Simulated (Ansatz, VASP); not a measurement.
# One calculation of Mg, two programs

```
Mg
1.0
     3.20927    0.00000    0.00000
    -1.60464    2.77931    0.00000
     0.00000    0.00000    5.21033
Mg
2
Direct
  0.33333 0.66667 0.25000
  0.66667 0.33333 0.75000
```

Alike in both runs: task relaxation of cell and atoms; functional revPBE; k mesh 11 × 11 × 6; occupations fermi-dirac, width 0.1 eV; no spin polarisation.

|  | VASP | Ansatz |
| --- | --- | --- |
| version | VASP 6.6.1 | Ansatz 0.2.0 |
| potentials or method | VASP PAW PBE potentials, release 64 (Mg), cutoff 600 eV | plane waves (420 eV) with PAW, scalar-relativistic |
| valence electrons in the cell | 4 | 20 |

```csv
,VASP,Ansatz,Ansatz less VASP
relaxed volume (Å³/atom),23.43,23.56,+0.124
relaxed cell length with the largest relative difference (Å),5.225,5.234,+0.0095
```

VASP's potentials were made for PBE, not for revPBE. VASP's potentials hold 4 valence electrons a cell and Ansatz's 20, so a difference there can come from the potentials and not from the codes.
